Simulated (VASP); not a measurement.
Here is a VASP 6.6.1 calculation.

File INCAR:

```
SYSTEM = PC
PREC     = Accurate       ! precision mode
ENCUT    = 600            ! plane-wave cutoff, eV
EDIFF    = 1E-6           ! SCF threshold, eV
ISMEAR   = 0              ! smearing method
SIGMA    = 0.2            ! smearing width, eV
LREAL    = .FALSE.        ! projectors in reciprocal space
LASPH    = .TRUE.         ! aspherical terms in the spheres
NELM     = 120            ! most SCF steps
ALGO     = Normal         ! electronic algorithm
ISIF     = 2              ! what is computed and relaxed
LWAVE    = .FALSE.        ! write WAVECAR
LCHARG   = .TRUE.         ! write CHGCAR
GGA      = PE             ! functional
LELF     = .TRUE.         ! ELF
LVHAR    = .TRUE.       
NBANDS   = 12             ! bands
GGA_COMPAT= .FALSE.
```

File KPOINTS:

```
Automatic mesh
0
G
  7 7 7
  0 0 0
```

The input POSCAR:

```
PC
1.0
    0.0000000000      2.0835416010      2.0835416010
    2.0835416010      0.0000000000      2.0835416010
    2.0835416010      2.0835416010      0.0000000000
P C
1 1
Direct
    0.5000000000      0.5000000000      0.5000000000
    0.0000000000      0.0000000000      0.0000000000
```

Potentials or basis: VASP PAW PBE potentials, release 64 (P, C).

Command:

```sh
$ cat potpaw_PBE.64/P/POTCAR potpaw_PBE.64/C/POTCAR > POTCAR
$ mpirun -np 1 vasp_std > vasp.out
```

What does it give for the pressure?

-0.6 GPa.

Caveat: the k points lie up to 0.37 Å⁻¹ apart.
